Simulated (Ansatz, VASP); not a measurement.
Cs2ScRuC6N6: VASP beside Ansatz

```
Cs Sc Ru C N
1.0
     0.00000    5.41384    5.41384
     5.41384    0.00000    5.41384
     5.41384    5.41384    0.00000
Cs Sc Ru C N
2 1 1 6 6
Direct
  0.25000 0.25000 0.25000
  0.75000 0.75000 0.75000
  0.50000 0.50000 0.50000
  0.00000 0.00000 0.00000
  0.81397 0.18603 0.18603
  0.18603 0.81397 0.18603
  0.18603 0.18603 0.81397
  0.18603 0.81397 0.81397
  0.81397 0.18603 0.81397
  0.81397 0.81397 0.18603
  0.70473 0.29527 0.29527
  0.29527 0.70473 0.29527
  0.29527 0.29527 0.70473
  0.29527 0.70473 0.70473
  0.70473 0.29527 0.70473
  0.70473 0.70473 0.29527
```

Alike in both runs: functional PBE; k mesh 6 × 6 × 6; occupations gaussian, width 0.1 eV; no spin polarisation.

Ansatz relaxed the structure, and its values are those at the end. VASP's run is a single point on that final structure, the one shown.

```csv
,VASP,Ansatz
version,VASP 6.6.1,Ansatz 0.2.0
potentials or method,"VASP PAW PBE potentials, release 64 (Cs_sv, Sc_sv, Ru_pv, C, N), cutoff 520 eV","scalar-relativistic, plane waves, PAW"
valence electrons in the cell,97,99
```

VASP gave:

```
gap on the k mesh at the Fermi level (eV) : none
pressure (GPa)                            : 0.3
rms of the force components (eV/Å)        : 0.164
```

Q: What did Ansatz give for the same quantities?

A: gap on the k mesh at the Fermi level (eV): none; pressure (GPa): 0.0; rms of the force components (eV/Å): 0.002.

A gap of «none» marks a metal or a gap that the smearing closes. One of these differences is far larger than is usual between the two programs; its cause wasn't traced. VASP's potentials hold 97 valence electrons a cell and Ansatz's 99, so a difference there can come from the potentials and not from the codes.

Neither program's run includes spin-orbit coupling. Noted on VASP's run: the standard files for N, O and F lose accuracy on very short bonds.
